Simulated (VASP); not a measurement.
# Ba (P6_3/mmc) in VASP: relaxation of cell and atoms with PBEsol

Aim: the relaxation of cell and atoms of Ba with PBEsol.

Everything below comes from runs of VASP 6.6.1. Logs are shortened: lines on timing, memory, paths and dates and some standing lists are left out, and cuts for length are marked.

**1. The cell of the first run**

Symmetry: P6_3/mmc, No. 194, hexagonal system. Conventional cell: a = 4.361 Å, b = 4.361 Å, c = 14.217 Å, α = 90.00°, β = 90.00°, γ = 120.00°. Ba (site symmetry -3m) has 12 Ba at 4.36 Å within 5.7 Å. Ba (site symmetry -6m2) has 12 Ba at 4.36 Å within 5.7 Å.

**2. Relaxation of cell and atoms, PBEsol**

Input file INCAR:

```
PREC = Accurate
ENCUT = 600
EDIFF = 1E-6
ISMEAR = 0
SIGMA = 0.1
LREAL = False
LASPH = True
NELM = 100
ALGO = Normal
ISIF = 3
LWAVE = False
LCHARG = False
GGA = PS
IBRION = 2
NSW = 100
EDIFFG = -0.01
```

Input file KPOINTS:

```
regular mesh
0
Gamma
  12 12 4
```

Input file POSCAR:

```
Ba
1.0
    4.3606869441      0.0000000000      0.0000000000
   -2.1803434720      3.7764656716      0.0000000000
    0.0000000000      0.0000000000     14.2174887563
Ba
4
Direct
    0.0000000000      0.0000000000      0.0000000000
    0.0000000000      0.0000000000      0.5000000000
    0.3333333333      0.6666666667      0.7500000000
    0.6666666667      0.3333333333      0.2500000000
```

Potentials or basis: VASP PAW PBE potentials, release 64 (Ba_sv).

Launch:

```bash
$ cat potpaw_PBE.64/Ba_sv/POTCAR > POTCAR
$ mpirun -np 1 vasp_std > vasp.out
```

OUTCAR:

```text
PREC = Accurate
   ENCUT = 600
   EDIFF = 1E-6
   ISMEAR = 0
   LREAL = False
   LASPH = True
   NELM = 100
   ISIF = 3
   GGA = PS
   IBRION = 2
   NSW = 100
   EDIFFG = -0.01

 ion  position               nearest neighbor table
   1  0.000  0.000  0.000-   3 4.36   4 4.36   4 4.36   3 4.36   4 4.36   3 4.36
   2  0.000  0.000  0.500-   3 4.36   4 4.36   4 4.36   3 4.36   4 4.36   3 4.36
   3  0.333  0.667  0.750-   1 4.36   2 4.36   1 4.36   2 4.36   1 4.36   2 4.36
   4  0.667  0.333  0.250-   1 4.36   2 4.36   1 4.36   2 4.36   1 4.36   2 4.36

  LATTYP: Found a hexagonal cell.
 ALAT       =     4.3606869441
 C/A-ratio  =     3.2603782245

  Lattice vectors:

 A1 = (   4.3606869441,   0.0000000000,   0.0000000000)
 A2 = (  -2.1803434720,   3.7764656716,   0.0000000000)
 A3 = (   0.0000000000,   0.0000000000,  14.2174887563)

Analysis of symmetry for initial positions (statically):
=====================================================================
 Subroutine PRICEL returns:
 Original cell was already a primitive cell.

 Routine SETGRP: Setting up the symmetry group for a
 hexagonal supercell.

 Subroutine GETGRP returns: Found 24 space group operations
 (whereof 12 operations were pure point group operations)
 out of a pool of 24 trial point group operations.

The static configuration has the point symmetry D_3d.
 The point group associated with its full space group is D_6h.

Analysis of symmetry for dynamics (positions and initial velocities):
=====================================================================
 Subroutine PRICEL returns:
 Original cell was already a primitive cell.

 Routine SETGRP: Setting up the symmetry group for a
 hexagonal supercell.

 Subroutine GETGRP returns: Found 24 space group operations
 (whereof 12 operations were pure point group operations)
 out of a pool of 24 trial point group operations.

The dynamic configuration has the point symmetry D_3d.
 The point group associated with its full space group is D_6h.

 Subroutine INISYM returns: Found 24 space group operations
 (whereof 12 operations are pure point group operations),
 and found     1 'primitive' translations

----------------------------------------------------------------------------------------

                                     Primitive cell

  volume of cell :     234.1334

  direct lattice vectors                    reciprocal lattice vectors
     4.360686944  0.000000000  0.000000000     0.229321667  0.132398926  0.000000000
[... 101 lines left out ...]
   NELECT =      40.0000    total number of electrons
   NUPDOWN=      -1.0000    fix difference up-down
   EMIN   =  10.00;   EMAX   =-10.00  energy-range for DOS
   EFERMI =   0.00;   METHOD = LEGACY
   ISMEAR =     0;   SIGMA  =   0.10  broadening in eV -4-tet -1-fermi 0-gaus
   EFERMI_NEDOS =   21; number of points for ismear=-14 and -15
   IALGO  =     38    algorithm
   IMIX   =      4    mixing-type and parameters
     AMIX     =   0.40;   BMIX     =  1.00
     AMIX_MAG =   1.60;   BMIX_MAG =  1.00
  volume/ion in A,a.u.               =      58.53       395.00
  Fermi-wavevector in a.u.,A,eV,Ry     =   0.908393  1.716614 11.227223  0.825178
  Thomas-Fermi vector in A             =   2.032314
   LORBIT       =      0    0 simple, 1 ext, 2 COOP (PROOUT), +10 PAW based schemes
   GGA     = PS    functional components
   LHFCALC =     F    Hartree Fock is set to
   AEXX    =    0.0000 exact exchange contribution
   IVDW    =     0    specifies the selected vdW correction
   LEPSILON=     F    determine dielectric tensor
   LRPA    =     F    only Hartree local field effects (RPA)
 conjugate gradient relaxation of ions
 non-spin polarized calculation
 Gauss-broadening in eV      SIGMA  =   0.10
  energy-cutoff  :      600.00
  volume of cell :      234.13
 maximum number of plane-waves:      7842
 NGX is ok and might be reduce to    36
   NGX = 17   NGY = 17   NGZ = 57

--------------------------------------- Ionic step        1  -------------------------------------------

 number of electron      39.9999997 magnetization

 Free energy of the ion-electron system (eV)
  ---------------------------------------------------
  ext. energy  EPLUGINS =         0.00000000
  ---------------------------------------------------
  free energy    TOTEN  =        -8.53991091 eV

  energy without entropy =       -8.50586722  energy(sigma->0) =       -8.52288906

------------------------ aborting loop because EDIFF is reached ----------------------------------------

  FORCE on cell =-STRESS in cart. coord.  units (eV):
  Direction    XX          YY          ZZ          XY          YZ          ZX
  --------------------------------------------------------------------------------------
  -------------------------------------------------------------------------------------
  Total        0.1167223      0.1167223      0.0763370      0.0000000      0.0000000     -0.0000000
  in kB        0.7987319      0.7987319      0.5223750      0.0000000      0.0000000     -0.0000000
  external PRESSURE =       0.7066129 kB  Pullay stress =       0.0000000 kB
[... 63 lines left out ...]
--------------------------------------- Ionic step        3  -------------------------------------------

 number of electron      39.9999998 magnetization

 Free energy of the ion-electron system (eV)
  ---------------------------------------------------
  ext. energy  EPLUGINS =         0.00000000
  ---------------------------------------------------
  free energy    TOTEN  =        -8.54030227 eV

  energy without entropy =       -8.50633627  energy(sigma->0) =       -8.52331927

 E-fermi :   1.7987     XC(G=0):  -7.7227

 val. band max:        1.7829688298   @ k =   0.4167   0.0833   0.5000
 cond. band min:       1.8026748662   @ k =   0.1667   0.1667   0.2500
 fundamental gap:      0.0197060364
 Fermi energy:         1.7986943085

 k-point     1 :       0.0000    0.0000    0.0000
  band No.  band energies     occupation
      1     -26.9704      2.00000
      2     -26.9484      2.00000
      3     -26.9365      2.00000
      4     -26.9143      2.00000
      5     -12.4409      2.00000
      6     -12.1676      2.00000
[... 637 lines left out ...]
     23       2.4316      0.00000
     24       2.5935      0.00000

 [... further k-points ...]

------------------------ aborting loop because EDIFF is reached ----------------------------------------

  FORCE on cell =-STRESS in cart. coord.  units (eV):
  Direction    XX          YY          ZZ          XY          YZ          ZX
  --------------------------------------------------------------------------------------
  -------------------------------------------------------------------------------------
  Total        0.0071391      0.0071391     -0.0014759      0.0000000      0.0000000      0.0000000
  in kB        0.0484859      0.0484859     -0.0100239      0.0000000      0.0000000      0.0000000
  external PRESSURE =       0.0289826 kB  Pullay stress =       0.0000000 kB
[... 19 lines left out ...]
  FREE ENERGIE OF THE ION-ELECTRON SYSTEM (eV)
  ---------------------------------------------------
  free  energy   TOTEN  =        -8.5403022746 eV

  energy  without entropy=       -8.5063362666  energy(sigma->0) =       -8.52331927

 reached required accuracy - stopping structural energy minimisation
```

CONTCAR:

```text
Ba
   1.00000000000000
     4.3731031954922637    0.0000000000001644   -0.0000000000000000
    -2.1865515976958467    3.7872184607258892    0.0000000000000000
     0.0000000000000000    0.0000000000000000   14.2439639925772443
  Ba
     4
Direct
     0.0000000000000000    0.0000000000000000    0.0000000000000000
     0.0000000000000000    0.0000000000000000    0.5000000000000000
     0.3333333332999970    0.6666666667000030    0.7500000000000000
     0.6666666667000030    0.3333333332999970    0.2500000000000000

  0.00000000E+00  0.00000000E+00  0.00000000E+00
  0.00000000E+00  0.00000000E+00  0.00000000E+00
  0.00000000E+00  0.00000000E+00  0.00000000E+00
  0.00000000E+00  0.00000000E+00  0.00000000E+00
```

It took 5.8 min on 1 thread of Intel Xeon 6975P-C (Granite Rapids), shared host; peak memory 0.62 GiB.

What came out:

| Property | Result |
| --- | --- |
| Free energy | -8.5403 eV |
| Relaxed volume | 58.98 Å³/atom |
| Relaxed cell | a = 4.373 Å, b = 4.373 Å, c = 14.244 Å, α = 90.00°, β = 90.00°, γ = 120.00° |
| Space group after relaxing (to 0.05 Å) | P6_3/mmc (No. 194) |
| Energy gained by relaxing | 0.1 meV/atom |
| Ionic steps | 3 |
| Pressure after relaxing | 0.0 GPa |
| Band gap on the k mesh | zero (band 20 reaches 1.94 eV, above the bottom of band 21 at 1.72 eV) |

Step by step:
| step | energy change (eV) | largest force (eV/Å) | pressure (GPa) | volume (Å³) |
| --- | --- | --- | --- | --- |
| 1 | 0.0000 | 0.0000 | 0.07 | 234.13 |
| 2 | -0.0003 | 0.0000 | 0.04 | 235.01 |
| 3 | -0.0004 | 0.0000 | 0.00 | 235.91 |

Final structure:
```
Ba
1.0
     4.37310    0.00000    0.00000
    -2.18655    3.78722    0.00000
     0.00000    0.00000   14.24396
Ba
4
Direct
  0.00000 0.00000 0.00000
  0.00000 0.00000 0.50000
  0.33333 0.66667 0.75000
  0.66667 0.33333 0.25000
```

Caveat: the PAW data sets were made with another functional, which shifts forces and pressure a little; spin-orbit coupling is left out, which moves the levels of the heavy elements.
